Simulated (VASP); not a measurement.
Write the native input for VASP 6.6.1 that does the following.

| Quantity | Value |
| --- | --- |
| Task | single point |
| Functional | PBEsol |
| Potentials or basis | VASP PAW PBE potentials, release 64 (Co_sv) |
| Cutoff | 690 eV |
| k mesh | 10 × 10 × 6 |
| Occupations | fermi-dirac, width 0.05 eV |
| Spin | collinear spin, ferromagnetic start |
| Starting moments | [2.5, 2.5] μB |
| Fixed moment | 5 μB |
| Dipole correction | no |
| Further INCAR settings | ALGO = Normal; EDIFF = 1e-06; NBANDS = 28 |

The structure of Co lies in POSCAR:

```
Co
1.0
    2.4719999032      0.0000000000      0.0000000000
   -1.2359999516      2.1408147143      0.0000000000
    0.0000000000      0.0000000000      4.0211440800
Co
2
Direct
    0.6666666667      0.3333333333      0.7500000000
    0.3333333333      0.6666666667      0.2500000000
```

One way to write it, as run:

INCAR

```
  ALGO = Normal
  EDIFF = 1E-6
  ENCUT = 690
  GGA = PS
  GGA_COMPAT = F
  ISIF = 2
  ISMEAR = -1
  ISPIN = 2
  LASPH = T
  LCHARG = T
  LELF = T
  LMAXMIX = 4
  LORBIT = 11
  LREAL = F
  LVHAR = T
  LWAVE = F
  MAGMOM = 2.5 2.5
  NBANDS = 28
  NELM = 200
  NUPDOWN = 5.0
  PREC = Accurate
  SIGMA = 0.05
```

KPOINTS

```
k-points
0
Gamma
  10 10 6
```

Potentials or basis: VASP PAW PBE potentials, release 64 (Co_sv).

Run with:

```sh
$ cat potpaw_PBE.64/Co_sv/POTCAR > POTCAR
$ mpirun -np 1 vasp_std > vasp.out
```

Results of the run:

- Pressure: 17.7 GPa
- Net moment: 5.00 μB per cell
- Site moments: Co +2.34 μB
- Valence electrons inside the program's atomic spheres: Co 15.01

Caveat: the stress differs along the axes, from 16 to 22 GPa; the PAW data sets were made with another functional, which shifts forces and pressure a little; the total moment is fixed, so each spin has its own Fermi level and the state may be an excited one.

Run time: 48 s on 1 thread of Intel(R) Xeon(R) Platinum 8375C CPU @ 2.90GHz (Ice Lake) (shared host), peak memory 0.2 GiB.
